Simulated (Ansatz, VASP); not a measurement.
**One calculation of Fe, two programs**

```xyz
8
Lattice="4.5651 0.0000 0.0000 0.0000 4.5651 0.0000 0.0000 0.0000 4.5651" Properties=species:S:1:pos:R:3 pbc="T T T"
Fe    2.2826    2.2826    2.2826
Fe    0.0000    0.0000    0.0000
Fe    1.1413    0.0000    2.2826
Fe    2.2826    1.1413    0.0000
Fe    2.2826    3.4239    0.0000
Fe    3.4239    0.0000    2.2826
Fe    0.0000    2.2826    3.4239
Fe    0.0000    2.2826    1.1413
```

Alike in both runs: task single point; functional r2SCAN; k mesh 4 × 4 × 4; occupations gaussian, width 0.1 eV; collinear spin.

|  | VASP | Ansatz |
| --- | --- | --- |
| version | VASP 6.6.1 | Ansatz 0.2.0 |
| potentials or method | VASP PAW PBE potentials, release 64 (Fe), cutoff 520 eV | scalar-relativistic, plane waves, PAW |
| valence electrons in the cell | 64 | 128 |

|  | VASP | Ansatz | Ansatz less VASP |
| --- | --- | --- | --- |
| gap on the k mesh at the Fermi level (eV) | none | none | - |
| pressure (GPa) | 1.6 | 2.1 | +0.43 |
| net moment per atom (μB) | 2.69 | 2.69 | +0.002 |
| size of the moment on the site where the two differ most (μB) | 2.75 | 2.84 | +0.088 |

VASP's potentials were made for PBE, not for r2SCAN. Site moments also hang on the region over which each program counts them. A gap of «none» marks a metal or a gap that the smearing closes. VASP's potentials hold 64 valence electrons a cell and Ansatz's 128, so a difference there can come from the potentials and not from the codes. Ansatz's warnings: stability check not made.

Noted on VASP's run: too few bands were computed for a metal, which touches its energy and stress.
